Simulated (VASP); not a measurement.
Write the native input for VASP 6.6.1 that does the following.

- Task: single point
- Functional: LDA
- Potentials or basis: VASP PAW LDA potentials, release 64 (Ag, Cl)
- Cutoff: 500 eV
- k mesh: 6 × 6 × 6
- Occupations: gaussian, width 0.1 eV
- Spin: no spin polarisation
- Dipole correction: no
- Further INCAR settings: ALGO = Normal; EDIFF = 1e-06; NBANDS = 16

The structure of AgCl lies in POSCAR:

```
AgCl
1.0
    0.0000000000      2.7731500000      2.7731500000
    2.7731500000      0.0000000000      2.7731500000
    2.7731500000      2.7731500000      0.0000000000
Ag Cl
1 1
Direct
    0.5000000000      0.5000000000      0.5000000000
    0.0000000000      0.0000000000      0.0000000000
```

The input as run:

INCAR

```
SYSTEM = AgCl
PREC     = Accurate       ! precision mode
ENCUT    = 500            ! plane-wave cutoff, eV
EDIFF    = 1E-6           ! SCF threshold, eV
ISMEAR   = 0              ! smearing method
SIGMA    = 0.1            ! smearing width, eV
LREAL    = .FALSE.        ! projectors in reciprocal space
LASPH    = .TRUE.         ! aspherical terms in the spheres
NELM     = 120            ! most SCF steps
ALGO     = Normal         ! electronic algorithm
ISIF     = 2              ! what is computed and relaxed
LWAVE    = .FALSE.        ! write WAVECAR
LCHARG   = .TRUE.         ! write CHGCAR
GGA      = CA             ! functional
LELF     = .TRUE.         ! ELF
LVHAR    = .TRUE.       
NBANDS   = 16             ! bands
GGA_COMPAT= .FALSE.
```

KPOINTS

```
Automatic mesh
0
G
  6 6 6
  0 0 0
```

Potentials or basis: VASP PAW LDA potentials, release 64 (Ag, Cl).

Run with:

```sh
$ cat potpaw_LDA.64/Ag/POTCAR potpaw_LDA.64/Cl/POTCAR > POTCAR
$ mpirun -np 1 vasp_std > vasp.out
```

It gave:

* Pressure: -5.6 GPa
* Band gap on the k mesh: 0.64 eV, indirect (least direct gap 2.94 eV)

Wall time 9.5 s on 1 thread of Intel(R) Xeon(R) 6975P-C (Granite Rapids), with other jobs on the host, peak memory 0.15 GiB.
